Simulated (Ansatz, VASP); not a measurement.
**AlNi3: VASP beside Ansatz**

```xyz
4
Lattice="3.5231 0.0000 0.0000 0.0000 3.5231 0.0000 0.0000 0.0000 3.5231" Properties=species:S:1:pos:R:3 pbc="T T T"
Ni    1.7615    1.7615    0.0000
Ni    1.7615    0.0000    1.7615
Ni    0.0000    1.7615    1.7615
Al    0.0000    0.0000    0.0000
```

Alike in both runs: task single point; functional PBEsol; k mesh 8 × 8 × 8; occupations fermi-dirac, width 0.05 eV; collinear spin.

|  | VASP | Ansatz |
| --- | --- | --- |
| version | VASP 6.6.1 | Ansatz 0.2.0 |
| potentials or method | VASP PAW PBE potentials, release 64 (Ni, Al) | Ansatz PAW |
| plane-wave cutoff (eV) | 520 | 420 |
| valence electrons in the cell | 33 | 57 |

Ansatz gave:

* gap on the k mesh at the Fermi level (eV): none
* pressure (GPa): -0.7
* net moment per atom (μB): 0.16
* size of the moment on the site where the two differ most (μB): 0.24

Q: What did VASP give for the same quantities?

A: gap on the k mesh at the Fermi level (eV): none; pressure (GPa): -0.5; net moment per atom (μB): 0.16; size of the moment on the site where the two differ most (μB): 0.22.

VASP's potentials were made for PBE, not for PBEsol. Site moments also hang on the region over which each program counts them. A gap of «none» marks a metal or a gap that the smearing closes. VASP's potentials hold 33 valence electrons a cell and Ansatz's 57, so a difference there can come from the potentials and not from the codes.
